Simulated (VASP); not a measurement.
# ScGaS (P4/mmm) in VASP: notebook, part 2 of 2

VASP 6.6.1. The steps go on from the part before.

## 3. Single point, PBE

This run uses another cell than the first one, of 23.81 Å³/atom.

Contents of INCAR:

```
SYSTEM = ScGaS
ALGO     = Normal         ! electronic algorithm
EDIFF    = 1E-7           ! SCF threshold, eV
ENCUT    = 520            ! plane-wave cutoff, eV
GGA      = PE             ! functional
ISIF     = 2              ! what is computed and relaxed
ISMEAR   = 0              ! smearing method
LASPH    = .TRUE.         ! aspherical terms in the spheres
LCHARG   = .FALSE.        ! write CHGCAR
LREAL    = .FALSE.        ! projectors in reciprocal space
LWAVE    = .FALSE.        ! write WAVECAR
NBANDS   = 22             ! bands
NELM     = 60             ! most SCF steps
PREC     = Accurate       ! precision mode
SIGMA    = 0.1            ! smearing width, eV
```

Contents of KPOINTS:

```
k-points
0
G
  6 6 4
  0 0 0
```

Contents of POSCAR:

```
ScGaS
1.0
    3.6288055754      0.0000000000      0.0000000000
    0.0000000000      3.6288055754      0.0000000000
    0.0000000000      0.0000000000      5.4249137578
Sc Ga S
1 1 1
Direct
    0.5000000000      0.5000000000      0.5000000000
    0.5000000000      0.5000000000      0.0000000000
    0.0000000000      0.0000000000      0.0000000000
```

Potentials or basis: VASP PAW PBE potentials, release 64 (Sc_sv, Ga_d, S).

The run is started by

```
$ cat potpaw_PBE.64/Sc_sv/POTCAR potpaw_PBE.64/Ga_d/POTCAR potpaw_PBE.64/S/POTCAR > POTCAR
$ mpirun -np 1 vasp_std > vasp.out
```

OUTCAR:

```text
SYSTEM = ScGaS
   EDIFF = 1E-7
   ENCUT = 520
   GGA = PE
   ISIF = 2
   ISMEAR = 0
   LASPH = .TRUE.
   LREAL = .FALSE.
   NELM = 60
   PREC = Accurate

 ion  position               nearest neighbor table
   1  0.500  0.500  0.500-   2 2.71   2 2.71
   2  0.500  0.500  0.000-   3 2.57   3 2.57   3 2.57   3 2.57   1 2.71   1 2.71
   3  0.000  0.000  0.000-   2 2.57   2 2.57   2 2.57   2 2.57

  LATTYP: Found a simple tetragonal cell.
 ALAT       =     3.6288055754
 C/A-ratio  =     1.4949585050

  Lattice vectors:

 A1 = (   3.6288055754,   0.0000000000,   0.0000000000)
 A2 = (   0.0000000000,   3.6288055754,   0.0000000000)
 A3 = (   0.0000000000,   0.0000000000,   5.4249137578)

Analysis of symmetry for initial positions (statically):
=====================================================================
 Subroutine PRICEL returns:
 Original cell was already a primitive cell.

 Routine SETGRP: Setting up the symmetry group for a
 simple tetragonal supercell.

 Subroutine GETGRP returns: Found 16 space group operations
 (whereof 16 operations were pure point group operations)
 out of a pool of 16 trial point group operations.

The static configuration has the point symmetry D_4h.

Analysis of symmetry for dynamics (positions and initial velocities):
=====================================================================
 Subroutine PRICEL returns:
 Original cell was already a primitive cell.

 Routine SETGRP: Setting up the symmetry group for a
 simple tetragonal supercell.

 Subroutine GETGRP returns: Found 16 space group operations
 (whereof 16 operations were pure point group operations)
 out of a pool of 16 trial point group operations.

The dynamic configuration has the point symmetry D_4h.

 Subroutine INISYM returns: Found 16 space group operations
 (whereof 16 operations are pure point group operations),
 and found     1 'primitive' translations

----------------------------------------------------------------------------------------

                                     Primitive cell

  volume of cell :      71.4365

  direct lattice vectors                    reciprocal lattice vectors
     3.628805575  0.000000000  0.000000000     0.275572769  0.000000000  0.000000000
     0.000000000  3.628805575  0.000000000     0.000000000  0.275572769  0.000000000
     0.000000000  0.000000000  5.424913758     0.000000000  0.000000000  0.184334728

  length of vectors
     3.628805575  3.628805575  5.424913758     0.275572769  0.275572769  0.184334728

  position of ions in fractional coordinates (direct lattice)
     0.500000000  0.500000000  0.500000000
     0.500000000  0.500000000  0.000000000
     0.000000000  0.000000000  0.000000000

  ion indices of the primitive-cell ions
   primitive index   ion index
                 1           1
                 2           2
                 3           3

----------------------------------------------------------------------------------------

 KPOINTS: k-points

Automatic generation of k-mesh.
 Grid dimensions read from file:
 generate k-points for:    6    6    4

 Generating k-lattice:

  Cartesian coordinates                     Fractional coordinates (reciprocal lattice)
     0.045928795  0.000000000  0.000000000     0.166666667  0.000000000  0.000000000
     0.000000000  0.045928795  0.000000000     0.000000000  0.166666667  0.000000000
     0.000000000  0.000000000  0.046083682     0.000000000  0.000000000  0.250000000

  Length of vectors
     0.045928795  0.045928795  0.046083682

  Shift w.r.t. Gamma in fractional coordinates (k-lattice)
     0.000000000  0.000000000  0.000000000

 Subroutine IBZKPT returns following result:
 ===========================================

 Found     30 irreducible k-points:

 Following reciprocal coordinates:
            Coordinates               Weight
  0.000000  0.000000  0.000000      1.000000
  0.166667  0.000000  0.000000      4.000000
  0.333333  0.000000  0.000000      4.000000
  0.500000  0.000000  0.000000      2.000000
  0.166667  0.166667  0.000000      4.000000
  0.333333  0.166667  0.000000      8.000000
[... 16 lines left out ...]
  0.333333  0.000000  0.500000      4.000000
  0.500000  0.000000  0.500000      2.000000
 [... further k-points ...]
   k-points           NKPTS =     30   k-points in BZ     NKDIM =     30   number of bands    NBANDS=     22
   number of dos      NEDOS =    301   number of ions     NIONS =      3
   total plane-waves  NPLWV =  31360
   dimension x,y,z NGX =    28 NGY =   28 NGZ =   40
   dimension x,y,z NGXF=    56 NGYF=   56 NGZF=   80
   ions per type =               1   1   1
   NGX,Y,Z   is equivalent  to a cutoff of  12.83, 12.83, 12.26 a.u.
   NGXF,Y,Z  is equivalent  to a cutoff of  25.66, 25.66, 24.52 a.u.
 SYSTEM =  ScGaS
   PREC   = accura    normal or accurate (medium, high low for compatibility)
   ISTART =      0    job   : 0-new  1-cont  2-samecut
   ICHARG =      2    charge: 1-file 2-atom 10-const
   ISPIN  =      1    spin polarized calculation?
   LNONCOLLINEAR =      F non collinear calculations
   LSORBIT =      F    spin-orbit coupling
   LASPH  =      T    aspherical Exc in radial PAW
   ENCUT  =  520.0 eV  38.22 Ry    6.18 a.u.   6.75  6.75 10.09*2*pi/ulx,y,z
   NELM   =     60;   NELMIN=  2; NELMDL= -5     # of ELM steps
   EDIFF  = 0.1E-06   stopping-criterion for ELM
   LREAL  =      F    real-space projection
   EDIFFG = 0.1E-05   stopping-criterion for IOM
   NSW    =      0    number of steps for IOM
   IBRION =     -1    ionic relax: 0-MD 1-quasi-New 2-CG
   NFREE  =      0    steps in history (QN), initial steepest desc. (CG)
   ISIF   =      2    stress and relaxation
   ISYM   =      2    0-nonsym 1-usesym 2-fastsym
   POTIM  = 0.5000    time-step for ionic-motion
   TEBEG  =    0.0;   TEEND  =   0.0 temperature during run
   PSTRESS=    0.0 pullay stress
   NELECT =      30.0000    total number of electrons
   NUPDOWN=      -1.0000    fix difference up-down
   EMIN   =  10.00;   EMAX   =-10.00  energy-range for DOS
   EFERMI =   0.00;   METHOD = LEGACY
   ISMEAR =     0;   SIGMA  =   0.10  broadening in eV -4-tet -1-fermi 0-gaus
   EFERMI_NEDOS =   21; number of points for ismear=-14 and -15
   IALGO  =     38    algorithm
   IMIX   =      4    mixing-type and parameters
     AMIX     =   0.40;   BMIX     =  1.00
     AMIX_MAG =   1.60;   BMIX_MAG =  1.00
  volume/ion in A,a.u.               =      23.81       160.69
  Fermi-wavevector in a.u.,A,eV,Ry     =   1.225957  2.316722 20.449150  1.502970
  Thomas-Fermi vector in A             =   2.360975
   LORBIT       =      0    0 simple, 1 ext, 2 COOP (PROOUT), +10 PAW based schemes
   GGA     = PE    functional components
   LHFCALC =     F    Hartree Fock is set to
   AEXX    =    0.0000 exact exchange contribution
   IVDW    =     0    specifies the selected vdW correction
   LEPSILON=     F    determine dielectric tensor
   LRPA    =     F    only Hartree local field effects (RPA)
 non-spin polarized calculation
 Gauss-broadening in eV      SIGMA  =   0.10
  energy-cutoff  :      520.00
  volume of cell :       71.44
 maximum number of plane-waves:      1964
 NGX is ok and might be reduce to    28
   NGX = 13   NGY = 13   NGZ = 21

 number of electron      29.9999999 magnetization

 Free energy of the ion-electron system (eV)
  ---------------------------------------------------
  ext. energy  EPLUGINS =         0.00000000
  ---------------------------------------------------
  free energy    TOTEN  =       -12.56147116 eV

  energy without entropy =      -12.54733883  energy(sigma->0) =      -12.55440499

 E-fermi :   4.2003     XC(G=0):  -9.5207

 val. band max:        4.1757892570   @ k =   0.3333   0.0000   0.2500
 cond. band min:       4.2238178017   @ k =   0.5000   0.0000   0.0000
 fundamental gap:      0.0480285448
 Fermi energy:         4.2002501251

 k-point     1 :       0.0000    0.0000    0.0000
  band No.  band energies     occupation
      1     -46.1804      2.00000
      2     -24.8506      2.00000
      3     -24.8506      2.00000
      4     -24.6556      2.00000
      5     -10.7470      2.00000
      6     -10.4859      2.00000
[... 14 lines left out ...]
     21       7.1324      0.00000
     22       9.1443      0.00000
[... 552 lines left out ...]
  band No.  band energies     occupation
      1     -46.1756      2.00000
      2     -24.9183      2.00000
      3     -24.8453      2.00000
      4     -24.6532      2.00000
      5     -10.5179      2.00000
      6     -10.4943      2.00000
[... 14 lines left out ...]
     21       6.9792      0.00000
     22       7.6286      0.00000

 [... further k-points ...]

------------------------ aborting loop because EDIFF is reached ----------------------------------------

  FORCE on cell =-STRESS in cart. coord.  units (eV):
  Direction    XX          YY          ZZ          XY          YZ          ZX
  --------------------------------------------------------------------------------------
  -------------------------------------------------------------------------------------
  Total        0.0326641      0.0326641      0.1801357      0.0000000      0.0000000     -0.0000000
  in kB        0.7325901      0.7325901      4.0400812      0.0000000      0.0000000     -0.0000000
  external PRESSURE =       1.8350872 kB  Pullay stress =       0.0000000 kB

 VOLUME and BASIS-vectors are now :
 -----------------------------------------------------------------------------
  energy-cutoff  :      520.00
  volume of cell :       71.44
      direct lattice vectors                 reciprocal lattice vectors
     3.628805575  0.000000000  0.000000000     0.275572769  0.000000000  0.000000000
     0.000000000  3.628805575  0.000000000     0.000000000  0.275572769  0.000000000
     0.000000000  0.000000000  5.424913758     0.000000000  0.000000000  0.184334728

 POSITION                                       TOTAL-FORCE (eV/Angst)
 -----------------------------------------------------------------------------------
      1.81440      1.81440      2.71246         0.000000      0.000000      0.000000
      1.81440      1.81440      0.00000         0.000000      0.000000      0.000000
      0.00000      0.00000      0.00000         0.000000      0.000000      0.000000
 -----------------------------------------------------------------------------------
    total drift:                                0.000000      0.000000     -0.000000

  FREE ENERGIE OF THE ION-ELECTRON SYSTEM (eV)
  ---------------------------------------------------
  free  energy   TOTEN  =       -12.5614711606 eV

  energy  without entropy=      -12.5473388291  energy(sigma->0) =      -12.55440499
```

Run time: 41 s. Hardware: 1 thread of Intel Xeon Platinum 8259CL at 2.50GHz (Skylake/Cascade Lake), shared host; peak memory 0.21 GiB.

What came out:

- Free energy: -12.5615 eV
- Pressure: 0.2 GPa
- Band gap on the k mesh: zero (bands 15 and 16 overlap by 0.27 eV)

Stress tensor (GPa, compression positive):
```
0.07 0.00 0.00
0.00 0.07 0.00
0.00 0.00 0.40
```

Levels at points of the mesh, in eV from the Fermi level:
| k point | band 11 | band 12 | band 13 | band 14 | band 15 | band 16 | band 17 | band 18 | band 19 | band 20 |
| --- | --- | --- | --- | --- | --- | --- | --- | --- | --- | --- |
| (0.00, 0.00, 0.00) | -4.32 | -3.97 | -3.17 | -3.17 | -1.90 | -0.11 | 1.57 | 1.57 | 1.97 | 2.80 |
| (0.50, 0.00, 0.00) | -8.10 | -3.26 | -2.00 | -0.30 | 0.02 | 0.46 | 0.50 | 1.42 | 1.45 | 1.74 |
| (0.50, 0.50, 0.00) | -5.69 | -5.69 | -5.20 | -2.44 | -0.23 | 0.39 | 0.39 | 1.85 | 2.35 | 2.58 |
| (0.00, 0.00, 0.50) | -5.44 | -3.22 | -3.22 | -3.21 | -0.64 | -0.04 | 0.73 | 1.79 | 1.79 | 1.97 |
| (0.50, 0.00, 0.50) | -7.84 | -3.52 | -2.21 | -1.95 | -0.03 | 0.15 | 1.17 | 1.29 | 1.93 | 2.59 |
| (0.50, 0.50, 0.50) | -5.73 | -5.73 | -4.66 | -3.00 | -0.89 | 0.73 | 1.22 | 1.22 | 1.89 | 1.89 |

## 4. Relaxation of cell and atoms, PBE

Contents of INCAR:

```
PREC = Accurate
ENCUT = 600
EDIFF = 1E-6
ISMEAR = 0
SIGMA = 0.1
LREAL = False
LASPH = True
NELM = 100
ALGO = Normal
ISIF = 3
LWAVE = False
LCHARG = False
GGA = PE
IBRION = 2
NSW = 90
EDIFFG = -0.04
```

Contents of KPOINTS:

```
Automatic mesh
0
Gamma
  6 6 4
```

Contents of POSCAR:

```
ScGaS
1.0
    3.5069621700      0.0000000000      0.0000000000
    0.0000000000      3.5069621700      0.0000000000
    0.0000000000      0.0000000000      4.9707813900
Sc Ga S
1 1 1
Direct
    0.5000000000      0.5000000000      0.5000000000
    0.5000000000      0.5000000000      0.0000000000
    0.0000000000      0.0000000000      0.0000000000
```

The run is started by

```
$ cat potpaw_PBE.64/Sc_sv/POTCAR potpaw_PBE.64/Ga_d/POTCAR potpaw_PBE.64/S/POTCAR > POTCAR
$ mpirun -np 1 vasp_std > vasp.out
```

Run time: 84 s. Hardware: 1 thread of Intel Xeon Platinum 8259CL at 2.50GHz (Skylake/Cascade Lake), shared host; peak memory 0.21 GiB.

Results (log left out):

| Item | Value |
| --- | --- |
| Free energy | -12.5598 eV |
| Relaxed volume | 23.83 Å³/atom |
| Relaxed cell | a = 3.625 Å, b = 3.625 Å, c = 5.441 Å, α = 90.00°, β = 90.00°, γ = 90.00° |
| Space group after relaxing (to 0.1 Å) | P4/mmm (No. 123) |
| Energy gained by relaxing | 130.7 meV/atom |
| Ionic steps | 3 |
| Pressure after relaxing | 0.1 GPa |
| Band gap on the k mesh | zero (bands 15 and 16 overlap by 0.25 eV) |

Step by step:
```csv
step,energy change (eV),largest force (eV/Å),pressure (GPa),volume (Å³)
1,0.0000,0.0000,10.92,61.13
2,-0.3768,0.0000,-1.50,74.14
3,-0.3920,0.0000,0.12,71.49
```

Final structure:
```yaml
crystal:
  lattice:
    - [3.62480, 0.00000, 0.00000]
    - [0.00000, 3.62480, 0.00000]
    - [0.00000, 0.00000, 5.44087]
  atoms:
    - { symbol: Sc, position: [0.50000, 0.50000, 0.50000] }
    - { symbol: Ga, position: [0.50000, 0.50000, 0.00000] }
    - { symbol: S, position: [0.00000, 0.00000, 0.00000] }
```

Levels at points of the mesh, in eV from the Fermi level:
```tsv
k point	band 12	band 13	band 14	band 15	band 16	band 17	band 18	band 19
(0.00, 0.00, 0.00)	-3.95	-3.17	-3.17	-1.91	-0.11	1.58	1.58	1.97
(0.50, 0.00, 0.00)	-3.27	-2.00	-0.30	0.01	0.46	0.51	1.41	1.45
(0.50, 0.50, 0.00)	-5.70	-5.19	-2.44	-0.24	0.39	0.39	1.84	2.35
(0.00, 0.00, 0.50)	-3.23	-3.23	-3.19	-0.65	-0.04	0.72	1.79	1.79
(0.50, 0.00, 0.50)	-3.51	-2.20	-1.95	-0.03	0.15	1.18	1.29	1.95
(0.50, 0.50, 0.50)	-5.74	-4.66	-3.00	-0.88	0.71	1.22	1.22	1.89
```

Caveat: the volume moved by over 15 % at a fixed basis, so the end points are rough.

## 5. Single point, PBE, collinear spin

This run uses another cell than the first one, of 23.81 Å³/atom.

Contents of INCAR:

```
SYSTEM = ScGaS
  ALGO = Normal
  EDIFF = 1E-7
  ENCUT = 520
  GGA = PE
  ISIF = 2
  ISMEAR = 0
  ISPIN = 2
  LASPH = .TRUE.
  LCHARG = .FALSE.
  LMAXMIX = 4
  LORBIT = 11
  LREAL = .FALSE.
  LWAVE = .FALSE.
  MAGMOM = 1 0 0
  NBANDS = 26
  NELM = 150
  PREC = Accurate
  SIGMA = 0.1
```

Contents of KPOINTS:

```
k-points
0
G
  6 6 4
  0 0 0
```

Contents of POSCAR:

```
ScGaS
1.0
    3.6288055754      0.0000000000      0.0000000000
    0.0000000000      3.6288055754      0.0000000000
    0.0000000000      0.0000000000      5.4249137578
Sc Ga S
1 1 1
Direct
    0.5000000000      0.5000000000      0.5000000000
    0.5000000000      0.5000000000      0.0000000000
    0.0000000000      0.0000000000      0.0000000000
```

The run is started by

```
$ cat potpaw_PBE.64/Sc_sv/POTCAR potpaw_PBE.64/Ga_d/POTCAR potpaw_PBE.64/S/POTCAR > POTCAR
$ mpirun -np 1 vasp_std > vasp.out
```

It took 2.3 min on 1 thread of Intel Xeon Platinum 8259CL at 2.50GHz (Skylake/Cascade Lake), shared host; peak memory 0.25 GiB.

Results (log left out):

- Free energy: -12.5645 eV
- Pressure: 0.3 GPa
- Net moment: 0.50 μB per cell
- Site moments: Sc +0.33; Ga -0.01; S -0.01 μB
- Valence electrons inside the program's atomic spheres: Sc 9.31; Ga 11.64; S 3.62

Stress tensor (GPa, compression positive):
```
0.15 0.00 0.00
0.00 0.15 0.00
0.00 0.00 0.57
```

Levels at points of the mesh, in eV from the Fermi level:
Spin up:
| k point | band 11 | band 12 | band 13 | band 14 | band 15 | band 16 | band 17 | band 18 | band 19 | band 20 |
| --- | --- | --- | --- | --- | --- | --- | --- | --- | --- | --- |
| (0.00, 0.00, 0.00) | -4.32 | -4.00 | -3.16 | -3.16 | -2.07 | -0.37 | 1.54 | 1.54 | 1.98 | 2.79 |
| (0.50, 0.00, 0.00) | -8.10 | -3.27 | -1.99 | -0.54 | 0.00 | 0.33 | 0.46 | 1.41 | 1.42 | 1.71 |
| (0.50, 0.50, 0.00) | -5.69 | -5.69 | -5.21 | -2.43 | -0.27 | 0.34 | 0.34 | 1.84 | 2.13 | 2.48 |
| (0.00, 0.00, 0.50) | -5.49 | -3.22 | -3.22 | -3.21 | -0.80 | -0.31 | 0.69 | 1.76 | 1.76 | 1.98 |
| (0.50, 0.00, 0.50) | -7.84 | -3.53 | -2.28 | -1.95 | -0.22 | 0.11 | 1.15 | 1.28 | 1.93 | 2.44 |
| (0.50, 0.50, 0.50) | -5.73 | -5.73 | -4.66 | -3.01 | -0.93 | 0.71 | 1.18 | 1.18 | 1.73 | 1.73 |
Spin down:
```csv
k point,band 11,band 12,band 13,band 14,band 15,band 16,band 17,band 18,band 19,band 20
"(0.00, 0.00, 0.00)",-4.33,-3.94,-3.18,-3.18,-1.66,0.31,1.70,1.70,2.15,2.81
"(0.50, 0.00, 0.00)",-8.10,-3.27,-2.01,0.04,0.05,0.59,0.63,1.57,1.60,1.87
"(0.50, 0.50, 0.00)",-5.69,-5.69,-5.20,-2.46,-0.07,0.51,0.51,1.86,2.74,2.77
"(0.00, 0.00, 0.50)",-5.39,-3.23,-3.23,-3.21,-0.41,0.38,0.79,1.91,1.91,2.15
"(0.50, 0.00, 0.50)",-7.84,-3.51,-2.11,-1.96,0.25,0.29,1.26,1.47,1.93,2.79
"(0.50, 0.50, 0.50)",-5.74,-5.74,-4.66,-3.00,-0.82,0.88,1.36,1.36,2.09,2.09
```

## 6. Overview

| task | spin | cell | cutoff (eV) | gap on the mesh (eV) | pressure (GPa) |
| --- | --- | --- | --- | --- | --- |
| single point | off | a = 3.507, b = 3.507, c = 4.971 Å, 3 atoms | 520 | none | 10.9 |
| single point | off | a = 3.629, b = 3.629, c = 5.425 Å, 3 atoms | 520 | none | 0.2 |
| relaxation of cell and atoms | off | relaxed from a = 3.507, b = 3.507, c = 4.971 Å, 3 atoms | 600 | none | 0.1 |
| single point | collinear | a = 3.629, b = 3.629, c = 5.425 Å, 3 atoms | 520 | none | 0.3 |

Alike in all rows: level PBE; potentials or basis VASP PAW PBE potentials, release 64 (Sc_sv, Ga_d, S); k mesh 6 × 6 × 4; smearing gaussian 0.1 eV.

Caveats: the cell stands under pressure (at least some runs); the volume moved by over 15 % at a fixed basis, so the end points are rough (at least some runs).

Total energies depend on the potentials used, so only differences within one code and one set of settings carry meaning.
